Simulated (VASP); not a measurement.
# TaN (P-62m) in VASP: single point with LDA

Aim: the single point of TaN with LDA.

Program: VASP 6.6.1. These are calculated values, not measurements. Logs are shortened: lines on timing, memory, paths and dates and some standing lists are left out, and cuts for length are marked.

### 1 The cell of the first run

The structure is hexagonal, space group P-62m (No. 189). Conventional cell: a = 5.196 Å, b = 5.196 Å, c = 2.911 Å, α = 90.00°, β = 90.00°, γ = 120.00°. Within 3.0 Å of Ta (site symmetry -6) lie 6 N at 2.16 Å and 5 Ta at 2.91 to 3.00 Å. Within 2.7 Å of Ta (site symmetry -62m) lie 3 N at 2.04 Å. Within 3.0 Å of N (site symmetry m2m) lie 5 Ta at 2.04 to 2.16 Å and 6 N at 2.77 to 2.91 Å.

### 2 Single point, LDA

INCAR

```
SYSTEM = TaN
ALGO = Normal
EDIFF = 1E-6
ENCUT = 1330
GGA = CA
GGA_COMPAT = .FALSE.
ISIF = 2
ISMEAR = 0
LASPH = .TRUE.
LCHARG = .FALSE.
LREAL = .FALSE.
LWAVE = .FALSE.
NBANDS = 36
NELM = 120
PREC = Accurate
SIGMA = 0.1
```

KPOINTS

```
k-points
0
G
  5 5 8
  0 0 0
```

POSCAR

```
TaN
1.0
    5.1960000000      0.0000000000      0.0000000000
   -2.5980000000      4.4998679981      0.0000000000
    0.0000000000      0.0000000000      2.9110000000
Ta N
3 3
Direct
    0.3333333333      0.6666666667      0.5000000000
    0.6666666667      0.3333333333      0.5000000000
    0.0000000000      0.0000000000      0.0000000000
    0.3928500000      0.0000000000      0.0000000000
    0.6071500000      0.6071500000      0.0000000000
    0.0000000000      0.3928500000      0.0000000000
```

Potentials or basis: VASP PAW LDA potentials, release 64 (Ta_sv_GW, N_h).

The run is started by

```
$ cat potpaw_LDA.64/Ta_sv_GW/POTCAR potpaw_LDA.64/N_h/POTCAR > POTCAR
$ mpirun -np 1 vasp_std > vasp.out
```

OUTCAR:

```text
SYSTEM = TaN
   EDIFF = 1E-6
   ENCUT = 1330
   GGA = CA
   ISIF = 2
   ISMEAR = 0
   LASPH = .TRUE.
   LREAL = .FALSE.
   NELM = 120
   PREC = Accurate

 ion  position               nearest neighbor table
   1  0.333  0.667  0.500-   4 2.16   4 2.16   6 2.16   6 2.16   5 2.16   5 2.16   2 3.00   2 3.00
                             2 3.00
   2  0.667  0.333  0.500-   6 2.16   6 2.16   4 2.16   4 2.16   5 2.16   5 2.16   1 3.00   1 3.00
                             1 3.00
   3  0.000  0.000  0.000-   4 2.04   5 2.04   6 2.04
   4  0.393  0.000  0.000-   3 2.04   1 2.16   1 2.16   2 2.16   2 2.16
   5  0.607  0.607  0.000-   3 2.04   1 2.16   1 2.16   2 2.16   2 2.16
   6  0.000  0.393  0.000-   3 2.04   2 2.16   2 2.16   1 2.16   1 2.16

  LATTYP: Found a hexagonal cell.
 ALAT       =     5.1960000000
 C/A-ratio  =     0.5602386451

  Lattice vectors:

 A1 = (   5.1960000000,   0.0000000000,   0.0000000000)
 A2 = (  -2.5980000000,   4.4998679981,   0.0000000000)
 A3 = (   0.0000000000,   0.0000000000,   2.9110000000)

Analysis of symmetry for initial positions (statically):
=====================================================================
 Subroutine PRICEL returns:
 Original cell was already a primitive cell.

 Routine SETGRP: Setting up the symmetry group for a
 hexagonal supercell.

 Subroutine GETGRP returns: Found 12 space group operations
 (whereof 12 operations were pure point group operations)
 out of a pool of 24 trial point group operations.

The static configuration has the point symmetry D_3h.

Analysis of symmetry for dynamics (positions and initial velocities):
=====================================================================
 Subroutine PRICEL returns:
 Original cell was already a primitive cell.

 Routine SETGRP: Setting up the symmetry group for a
 hexagonal supercell.

 Subroutine GETGRP returns: Found 12 space group operations
 (whereof 12 operations were pure point group operations)
 out of a pool of 24 trial point group operations.

The dynamic configuration has the point symmetry D_3h.

 Subroutine INISYM returns: Found 12 space group operations
 (whereof 12 operations are pure point group operations),
 and found     1 'primitive' translations

----------------------------------------------------------------------------------------

                                     Primitive cell

  volume of cell :      68.0630

  direct lattice vectors                    reciprocal lattice vectors
     5.196000000  0.000000000  0.000000000     0.192455735  0.111114371  0.000000000
    -2.598000000  4.499867998  0.000000000     0.000000000  0.222228741  0.000000000
     0.000000000  0.000000000  2.911000000     0.000000000  0.000000000  0.343524562

  length of vectors
     5.196000000  5.196000000  2.911000000     0.222228741  0.222228741  0.343524562

  position of ions in fractional coordinates (direct lattice)
     0.333333333  0.666666667  0.500000000
     0.666666667  0.333333333  0.500000000
     0.000000000  0.000000000  0.000000000
     0.392850000  0.000000000  0.000000000
     0.607150000  0.607150000  0.000000000
     0.000000000  0.392850000  0.000000000

  ion indices of the primitive-cell ions
   primitive index   ion index
                 1           1
                 2           2
                 3           3
                 4           4
                 5           5
                 6           6

----------------------------------------------------------------------------------------

 KPOINTS: k-points

Automatic generation of k-mesh.
 Grid dimensions read from file:
 generate k-points for:    5    5    8

 Generating k-lattice:

  Cartesian coordinates                     Fractional coordinates (reciprocal lattice)
     0.038491147  0.022222874  0.000000000     0.200000000 -0.000000000  0.000000000
     0.000000000  0.044445748  0.000000000     0.000000000  0.200000000  0.000000000
     0.000000000  0.000000000  0.042940570     0.000000000  0.000000000  0.125000000

  Length of vectors
     0.044445748  0.044445748  0.042940570

  Shift w.r.t. Gamma in fractional coordinates (k-lattice)
     0.000000000  0.000000000  0.000000000

 Subroutine IBZKPT returns following result:
 ===========================================

 Found     25 irreducible k-points:

 Following reciprocal coordinates:
            Coordinates               Weight
  0.000000  0.000000  0.000000      1.000000
  0.200000  0.000000  0.000000      6.000000
  0.400000  0.000000  0.000000      6.000000
  0.200000  0.200000  0.000000      6.000000
  0.400000  0.200000  0.000000      6.000000
  0.000000  0.000000  0.125000      2.000000
[... 16 lines left out ...]
  0.400000  0.000000  0.500000      6.000000
  0.200000  0.200000  0.500000      6.000000
   k-points           NKPTS =     25   k-points in BZ     NKDIM =     25   number of bands    NBANDS=     36
   number of dos      NEDOS =    301   number of ions     NIONS =      6
   total plane-waves  NPLWV = 147456
   dimension x,y,z NGX =    64 NGY =   64 NGZ =   36
   dimension x,y,z NGXF=   128 NGYF=  128 NGZF=   72
   ions per type =               3   3
   NGX,Y,Z   is equivalent  to a cutoff of  20.48, 20.48, 20.56 a.u.
   NGXF,Y,Z  is equivalent  to a cutoff of  40.95, 40.95, 41.12 a.u.
 SYSTEM =  TaN
   PREC   = accura    normal or accurate (medium, high low for compatibility)
   ISTART =      0    job   : 0-new  1-cont  2-samecut
   ICHARG =      2    charge: 1-file 2-atom 10-const
   ISPIN  =      1    spin polarized calculation?
   LNONCOLLINEAR =      F non collinear calculations
   LSORBIT =      F    spin-orbit coupling
   LASPH  =      T    aspherical Exc in radial PAW
   ENCUT  = 1330.0 eV  97.75 Ry    9.89 a.u.  15.45 15.45  8.66*2*pi/ulx,y,z
   NELM   =    120;   NELMIN=  2; NELMDL= -5     # of ELM steps
   EDIFF  = 0.1E-05   stopping-criterion for ELM
   LREAL  =      F    real-space projection
   EDIFFG = 0.1E-04   stopping-criterion for IOM
   NSW    =      0    number of steps for IOM
   IBRION =     -1    ionic relax: 0-MD 1-quasi-New 2-CG
   NFREE  =      0    steps in history (QN), initial steepest desc. (CG)
   ISIF   =      2    stress and relaxation
   ISYM   =      2    0-nonsym 1-usesym 2-fastsym
   POTIM  = 0.5000    time-step for ionic-motion
   TEBEG  =    0.0;   TEEND  =   0.0 temperature during run
   PSTRESS=    0.0 pullay stress
   NELECT =      54.0000    total number of electrons
   NUPDOWN=      -1.0000    fix difference up-down
   EMIN   =  10.00;   EMAX   =-10.00  energy-range for DOS
   EFERMI =   0.00;   METHOD = LEGACY
   ISMEAR =     0;   SIGMA  =   0.10  broadening in eV -4-tet -1-fermi 0-gaus
   EFERMI_NEDOS =   21; number of points for ismear=-14 and -15
   IALGO  =     38    algorithm
   IMIX   =      4    mixing-type and parameters
     AMIX     =   0.40;   BMIX     =  1.00
     AMIX_MAG =   1.60;   BMIX_MAG =  1.00
  volume/ion in A,a.u.               =      11.34        76.55
  Fermi-wavevector in a.u.,A,eV,Ry     =   1.515546  2.863966 31.250934  2.296879
  Thomas-Fermi vector in A             =   2.625055
   LORBIT       =      0    0 simple, 1 ext, 2 COOP (PROOUT), +10 PAW based schemes
   GGA     = CA    functional components
   LHFCALC =     F    Hartree Fock is set to
   AEXX    =    0.0000 exact exchange contribution
   IVDW    =     0    specifies the selected vdW correction
   LEPSILON=     F    determine dielectric tensor
   LRPA    =     F    only Hartree local field effects (RPA)
 non-spin polarized calculation
 Gauss-broadening in eV      SIGMA  =   0.10
  energy-cutoff  :     1330.00
  volume of cell :       68.06
 maximum number of plane-waves:      7553
 NGX is ok and might be reduce to    64
   NGX = 31   NGY = 31   NGZ = 17

 number of electron      54.0000000 magnetization

 Free energy of the ion-electron system (eV)
  ---------------------------------------------------
  ext. energy  EPLUGINS =         0.00000000
  ---------------------------------------------------
  free energy    TOTEN  =       -81.63953522 eV

  energy without entropy =      -81.63331541  energy(sigma->0) =      -81.63642531

 E-fermi :  12.5154     XC(G=0): -13.6309

 val. band max:       12.2455996277   @ k =   0.2000   0.0000   0.1250
 cond. band min:      12.5605486026   @ k =   0.2000   0.0000   0.2500
 fundamental gap:      0.3149489749
 Fermi energy:        12.5154185411

 k-point     1 :       0.0000    0.0000    0.0000
  band No.  band energies     occupation
      1     -56.6913      2.00000
      2     -56.6452      2.00000
      3     -56.0562      2.00000
      4     -23.6951      2.00000
      5     -23.6951      2.00000
      6     -23.3390      2.00000
[... 28 lines left out ...]
     35      15.4554      0.00000
     36      15.4554      0.00000

 k-point     2 :       0.2000    0.0000    0.0000
  band No.  band energies     occupation
      1     -56.6874      2.00000
      2     -56.6490      2.00000
      3     -56.0563      2.00000
      4     -23.7267      2.00000
      5     -23.6828      2.00000
      6     -23.3153      2.00000
[... 28 lines left out ...]
     35      15.7176      0.00000
     36      15.7426      0.00000

 k-point     3 :       0.4000    0.0000    0.0000
  band No.  band energies     occupation
      1     -56.6783      2.00000
      2     -56.6580      2.00000
      3     -56.0565      2.00000
      4     -23.7687      2.00000
      5     -23.6120      2.00000
      6     -23.3688      2.00000
[... 28 lines left out ...]
     35      16.0965      0.00000
     36      16.3175      0.00000

 k-point     4 :       0.2000    0.2000    0.0000
  band No.  band energies     occupation
      1     -56.6805      2.00000
      2     -56.6557      2.00000
      3     -56.0565      2.00000
      4     -23.7439      2.00000
      5     -23.6509      2.00000
      6     -23.3549      2.00000
[... 28 lines left out ...]
     35      16.0415      0.00000
     36      16.0854      0.00000

 k-point     5 :       0.4000    0.2000    0.0000
  band No.  band energies     occupation
      1     -56.6728      2.00000
      2     -56.6634      2.00000
      3     -56.0566      2.00000
      4     -23.7508      2.00000
      5     -23.5771      2.00000
      6     -23.4575      2.00000
[... 655 lines left out ...]
 k-point    22 :       0.2000    0.0000    0.5000
  band No.  band energies     occupation
      1     -56.6412      2.00000
      2     -56.6043      2.00000
      3     -56.0163      2.00000
      4     -24.0174      2.00000
      5     -23.8488      2.00000
      6     -23.5554      2.00000
[... 28 lines left out ...]
     35      16.6483      0.00000
     36      16.7373      0.00000

 k-point    23 :       0.4000    0.0000    0.5000
  band No.  band energies     occupation
      1     -56.6326      2.00000
      2     -56.6129      2.00000
      3     -56.0163      2.00000
      4     -23.9938      2.00000
      5     -23.8879      2.00000
      6     -23.5717      2.00000
[... 28 lines left out ...]
     35      17.3518      0.00000
     36      17.6057      0.00000

 k-point    24 :       0.2000    0.2000    0.5000
  band No.  band energies     occupation
      1     -56.6348      2.00000
      2     -56.6108      2.00000
      3     -56.0163      2.00000
      4     -23.9983      2.00000
      5     -23.8808      2.00000
      6     -23.5827      2.00000
[... 28 lines left out ...]
     35      17.1850      0.00000
     36      17.5510      0.00000

 [... further k-points ...]

------------------------ aborting loop because EDIFF is reached ----------------------------------------

  FORCE on cell =-STRESS in cart. coord.  units (eV):
  Direction    XX          YY          ZZ          XY          YZ          ZX
  --------------------------------------------------------------------------------------
  -------------------------------------------------------------------------------------
  Total       -3.3480716     -3.3480716     -4.5961584      0.0000000      0.0000000      0.0000000
  in kB      -78.8123350    -78.8123350   -108.1918255      0.0000000      0.0000000      0.0000000
  external PRESSURE =     -88.6054985 kB  Pullay stress =       0.0000000 kB

 VOLUME and BASIS-vectors are now :
 -----------------------------------------------------------------------------
  energy-cutoff  :     1330.00
  volume of cell :       68.06
      direct lattice vectors                 reciprocal lattice vectors
     5.196000000  0.000000000  0.000000000     0.192455735  0.111114371  0.000000000
    -2.598000000  4.499867998  0.000000000     0.000000000  0.222228741  0.000000000
     0.000000000  0.000000000  2.911000000     0.000000000  0.000000000  0.343524562

 POSITION                                       TOTAL-FORCE (eV/Angst)
 -----------------------------------------------------------------------------------
     -0.00000      2.99991      1.45550        -0.000000     -0.000000      0.000000
      2.59800      1.49996      1.45550        -0.000000      0.000000      0.000000
      0.00000      0.00000      0.00000        -0.000000     -0.000000      0.000000
      2.04125      0.00000      0.00000        -0.066577      0.000000      0.000000
      1.57738      2.73209      0.00000         0.033288      0.057657     -0.000000
     -1.02062      1.76777      0.00000         0.033288     -0.057657     -0.000000
 -----------------------------------------------------------------------------------
    total drift:                                0.000000      0.000000      0.000000

  FREE ENERGIE OF THE ION-ELECTRON SYSTEM (eV)
  ---------------------------------------------------
  free  energy   TOTEN  =       -81.6395352170 eV

  energy  without entropy=      -81.6333154082  energy(sigma->0) =      -81.63642531
```

It took 7.2 min on 1 thread of AMD EPYC 9R14 (Zen 4), shared host; peak memory 0.4 GiB.

What came out:

| Item | Value |
| --- | --- |
| Free energy | -81.6395 eV |
| Pressure | -8.9 GPa |
| Largest force | 0.067 eV/Å |
| Band gap on the k mesh | zero (bands 27 and 28 overlap by 3.08 eV) |

Forces on the atoms (eV/Å):
```
Ta   0.000  0.000  0.000
Ta   0.000  0.000  0.000
Ta   0.000  0.000  0.000
N   -0.067  0.000  0.000
N    0.033  0.058  0.000
N    0.033 -0.058  0.000
```

Caveat: the cell stands under tension; spin-orbit coupling is left out, which moves the levels of the heavy elements.

The gap in the log of VASP goes by the Fermi energy; the results here count the filled bands.